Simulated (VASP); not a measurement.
## CuO: single point with PBEsol+U

CuO:

```
Cu O
1.0
     2.34465   -1.71340    0.00000
     2.34465    1.71340    0.00000
    -0.86055    0.00000    5.05944
Cu O
2 2
Direct
  0.49680 0.00320 0.50000
  0.00320 0.49680 0.00000
  0.40560 0.57140 0.75370
  0.57140 0.40560 0.25370
```

| Quantity | Value |
| --- | --- |
| Program | VASP 6.6.1 |
| Task | single point |
| Functional | PBEsol |
| Potentials or basis | VASP PAW PBE potentials, release 64 (Cu, O) |
| Cutoff | 520 eV |
| k mesh | 10 × 10 × 5 |
| Occupations | fermi-dirac, width 0.05 eV |
| Spin | no spin polarisation |
| Hubbard terms | Cu d U = 2.0 eV |
| Dipole correction | no |
| Further INCAR settings | ALGO = Normal; EDIFF = 1e-07; NBANDS = 25 |

| Property | Result |
| --- | --- |
| Pressure | -3.6 GPa |
| Largest force | 0.726 eV/Å |
| Band gap on the k mesh | zero (bands 17 and 18 overlap by 0.64 eV) |

Forces in eV/Å, atoms in the order of the input:
```
Cu  -0.594 -0.317  0.230
Cu  -0.594  0.317  0.230
O    0.594 -0.348 -0.230
O    0.594  0.348 -0.230
```

Stress tensor (GPa, compression positive):
```
-3.86  0.00 -0.88
 0.00 -1.64  0.00
-0.88  0.00 -5.27
```

Levels at points of the mesh, in eV from the Fermi level:
| k point | band 14 | band 15 | band 16 | band 17 | band 18 | band 19 | band 20 | band 21 |
| --- | --- | --- | --- | --- | --- | --- | --- | --- |
| (0.00, 0.00, 0.00) | -2.57 | -2.33 | -1.95 | 0.24 | 0.94 | 1.74 | 6.12 | 8.23 |
| (0.50, 0.00, 0.00) | -1.88 | -1.70 | -1.58 | 0.00 | 0.33 | 5.01 | 6.43 | 7.05 |
| (0.50, 0.50, 0.00) | -2.47 | -1.79 | -1.50 | -0.77 | 1.10 | 3.49 | 7.15 | 8.71 |

Eigenvalues of the final occupation matrices:
```csv
site,spin,trace,eigenvalues
site 1 d,1,4.61,0.78 0.94 0.96 0.96 0.97
site 1 d,2,4.61,0.78 0.94 0.96 0.96 0.97
site 2 d,1,4.61,0.78 0.94 0.96 0.96 0.97
site 2 d,2,4.61,0.78 0.94 0.96 0.96 0.97
```

It took 90 s on 1 thread of AMD EPYC 9R45 (Zen 5), with other jobs on the host, peak memory 0.21 GiB.

Caveat: the cell stands under tension; the PAW data sets were made with another functional, which shifts forces and pressure a little; U without spin polarisation on a metal has little footing.
